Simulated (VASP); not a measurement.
The system is TiO2.

```xyz
6
Lattice="4.1298 0.0000 0.0000 0.0000 4.1298 0.0000 0.0000 0.0000 5.0452" Properties=species:S:1:pos:R:3 pbc="T T T"
Ti    0.0000    2.0649    1.2613
Ti    2.0649    0.0000    3.7839
O     2.0649    1.0325    1.6817
O     2.0649    3.0974    1.6817
O     1.0325    2.0649    3.3635
O     3.0974    2.0649    3.3635
```

The cell was built from a structure type or drawn by symmetry, and may not be a known phase.

```yaml
Program: VASP 6.6.1
Task: relaxation of cell and atoms
Functional: PBE
Potentials_or_basis: VASP PAW PBE potentials, release 64 (Ti_sv, O)
Cutoff: 600 eV
k_mesh: 4 × 4 × 4
Occupations: gaussian, width 0.1 eV
Spin: collinear spin
Starting_moments: "[1.0, 1.0, 0.0, 0.0, 0.0, 0.0] μB"
```

At the start: pressure -21.6 GPa; volume 14.34 Å³/atom.

Q: How do energy, volume and symmetry change on relaxing?

A: Over 28 steps the energy falls by 1039.6 meV/atom and the volume is 10.12 Å³/atom (-29.4 %); space group P-4m2 (No. 115, to 0.1 Å) before and after; moment 0.00 μB per cell.

The path:
```csv
step,energy change (eV),largest force (eV/Å),pressure (GPa),volume (Å³)
1,0.0000,3.1678,-21.64,86.05
2,-3.9412,2.6972,4.36,64.11
3,-4.0454,2.9292,17.97,59.90
4,-5.7049,2.1390,7.89,59.59
5,-5.7050,2.1457,7.84,59.59
6,-5.8772,1.6788,-6.76,64.01
7,-6.0572,0.5529,-1.78,62.10
8,-6.1412,0.3725,2.64,61.72
9,-6.1414,0.3557,2.35,61.74
10,-6.1629,0.1271,-0.23,62.94
11,-6.1630,0.1061,-0.14,62.87
12,-6.1673,0.0720,-0.70,63.00
13,-6.1706,0.1694,-1.69,63.21
14,-6.1723,0.1704,-1.58,63.15
15,-6.1771,0.1758,-1.13,62.96
16,-6.1834,0.2531,-0.10,62.58
17,-6.1740,0.5672,2.64,61.78
18,-6.1839,0.3235,0.47,62.41
19,-6.1887,0.3287,0.38,62.33
20,-6.1972,0.3700,0.43,62.06
21,-6.1976,0.3906,0.54,61.95
22,-6.2058,0.2766,-0.44,61.99
23,-6.2120,0.2350,-1.87,62.05
24,-6.2232,0.1532,-1.00,61.59
25,-6.2332,0.1289,1.34,60.56
26,-6.2369,0.0505,0.57,60.56
27,-6.2371,0.0566,0.38,60.56
28,-6.2376,0.0081,-0.13,60.71
```

Final structure:
```cif
data_structure
_symmetry_space_group_name_H-M 'P 1'
_symmetry_Int_Tables_number 1
_cell_length_a 4.0072
_cell_length_b 4.0072
_cell_length_c 3.7810
_cell_angle_alpha 90.000
_cell_angle_beta 90.000
_cell_angle_gamma 90.000
_cell_volume 60.71
loop_
_atom_site_label
_atom_site_type_symbol
_atom_site_fract_x
_atom_site_fract_y
_atom_site_fract_z
_atom_site_occupancy
Ti1 Ti 0.00000 0.50000 0.27557 1
Ti2 Ti 0.50000 0.00000 0.72443 1
O1 O 0.50000 0.23715 0.24965 1
O2 O 0.50000 0.76285 0.24965 1
O3 O 0.23715 0.50000 0.75035 1
O4 O 0.76285 0.50000 0.75035 1
```

Caveat: the k points lie up to 0.42 Å⁻¹ apart in the final cell, too coarse for converged energies and pressures of a metal; the volume moved by over 15 % at a fixed basis, so the end points are rough.
